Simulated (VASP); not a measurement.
# PbS: single point with PBE

The system is PbS.

```
Pb S
1.0
     2.10051    1.21273    3.43019
    -2.10051    1.21273    3.43019
     0.00000   -2.42546    3.43019
Pb S
1 1
Direct
  0.97814 0.97814 0.97814
  0.47746 0.47746 0.47746
```

```yaml
Program: VASP 6.6.1
Task: single point
Functional: PBE
Potentials_or_basis: VASP PAW PBE potentials, release 64 (Pb_d, S)
Cutoff: 520 eV
k_mesh: 8 × 8 × 8
Occupations: fermi-dirac, width 0.02 eV
Spin: non-collinear spin, zero start, spin-orbit coupling
Starting_moments: "[[0.0, 0.0, 0.0], [0.0, 0.0, 0.0]] μB"
```

| Property | Result |
| --- | --- |
| Pressure | 1.6 GPa |
| Net moment | 0.00 μB per cell |
| Valence electrons inside the program's atomic spheres | Pb 11.85; S 3.68 |

Moments on the atoms (μB; x, y, z):
```
Pb  0.00 0.00 0.00
S   0.00 0.00 0.00
```

Run time: 10 min on 1 thread of Intel Xeon 8259CL (shared host), peak memory 0.46 GiB.
